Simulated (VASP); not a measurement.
A run of VASP 6.6.1:

The input INCAR:

```
SYSTEM = TiAl
  PREC = Accurate
  ENCUT = 520
  EDIFF = 1E-6
  ISMEAR = 0
  SIGMA = 0.1
  LREAL = .False.
  LASPH = .True.
  NELM = 100
  ALGO = Fast
  ISIF = 2
  LWAVE = .False.
  LCHARG = .False.
  GGA = PE
  IVDW = 12
  NBANDS = 14
```

KPOINTS

```
regular mesh
0
Gamma
  6 6 4
  0 0 0
```

Contents of POSCAR:

```
TiAl
1.0
    2.8107518100      0.0000000000      0.0000000000
    0.0000000000      2.8107518100      0.0000000000
    0.0000000000      0.0000000000      4.0664219200
Ti Al
1 1
Direct
    0.5000000000      0.5000000000      0.5000000000
    0.0000000000      0.0000000000      0.0000000000
```

Potentials or basis: VASP PAW PBE potentials, release 64 (Ti_sv, Al).

Launch:

```bash
$ cat potpaw_PBE.64/Ti_sv/POTCAR potpaw_PBE.64/Al/POTCAR > POTCAR
$ mpirun -np 1 vasp_std > vasp.out
```

Hardware: 1 thread of Intel Xeon 8259CL, with other jobs on the host.

Task: How long does it take, and how much memory?

Result: Run time: 40 s on 1 thread of Intel Xeon 8259CL, on a shared host, peak memory 0.16 GiB. Counts: scf iterations 25, k points 30.
